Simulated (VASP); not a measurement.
Here is a VASP 6.6.1 calculation.

Contents of POSCAR:

```
As
1.0
    1.9267431939      1.1124057017      3.4857700000
   -1.9267431939      1.1124057017      3.4857700000
    0.0000000000     -2.2248114034      3.4857700000
As
2
Direct
    0.2275400000      0.2275400000      0.2275400000
    0.7724600000      0.7724600000      0.7724600000
```

Contents of INCAR.step1:

```
SYSTEM = As
PREC = Accurate ; ENCUT = 520
ISMEAR = 0 ; SIGMA = 0.15
LREAL = .False. ; LASPH = .True.
NELM = 80 ; NBANDS = 12
GGA = PE ; ALGO = Normal
EDIFF = 1E-4 ; LWAVE = .True.
LCHARG = .False.
```

INCAR.step2

```
SYSTEM = As
PREC = Accurate ; ENCUT = 520
EDIFF = 1E-6 ; ISMEAR = 0
SIGMA = 0.15 ; LREAL = .False.
LASPH = .True. ; NELM = 80
ALGO = Normal ; ISIF = 2
LWAVE = .False. ; LCHARG = .False.
METAGGA = R2SCAN ; LMIXTAU = .True.
NBANDS = 12 ; ISTART = 1
```

KPOINTS

```
Automatic mesh
0
Gamma
  15 15 15
  0 0 0
```

Potentials or basis: VASP PAW PBE potentials, release 64 (As).

Launch:

```sh
$ cat potpaw_PBE.64/As/POTCAR > POTCAR
$ cp INCAR.step1 INCAR
$ mpirun -np 1 vasp_std > vasp.out
$ cp INCAR.step2 INCAR
$ mpirun -np 1 vasp_std > vasp.out
```

(1) What does it give for the largest force?

(2) What does it give for the pressure?

## Answers

(1) 0.228 eV/Å.

(2) -2.3 GPa.

Caveat: the cell differs from its parent crystal (strain +0.0250 x Voigt [1, 1, 0, 0, 0, 0]); the PAW data sets were made with another functional, which shifts forces and pressure a little.
